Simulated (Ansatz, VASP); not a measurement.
**Ge2Cl in VASP and in Ansatz**

```
CELL_PARAMETERS angstrom
0.00000 3.30868 3.30868
3.30868 0.00000 3.30868
3.30868 3.30868 0.00000
ATOMIC_POSITIONS crystal
Ge 0.25000 0.25000 0.25000
Ge 0.75000 0.75000 0.75000
Cl 0.00000 0.00000 0.00000
```

Alike in both runs: task relaxation of cell and atoms; functional PBE; k mesh 12 × 12 × 12; occupations gaussian, width 0.1 eV; no spin polarisation.

|  | VASP | Ansatz |
| --- | --- | --- |
| version | VASP 6.6.1 | Ansatz 0.2.0 |
| potentials or method | VASP PAW PBE potentials, release 64 (Ge_d, Cl), cutoff 600 eV | scalar-relativistic, plane waves, PAW |
| valence electrons in the cell | 35 | 35 |

```csv
,VASP,Ansatz,Ansatz less VASP
"gap on the k mesh at the Fermi level, each at its own relaxed structure (eV)",none,none,-
relaxed volume (Å³/atom),24.15,24.15,0.000
relaxed cell length with the largest relative difference (Å),4.679,4.679,0.0000
```

A gap of «none» marks a metal or a gap that the smearing closes.

Noted on VASP's run: the relaxation stopped at its first step, so nothing moved.
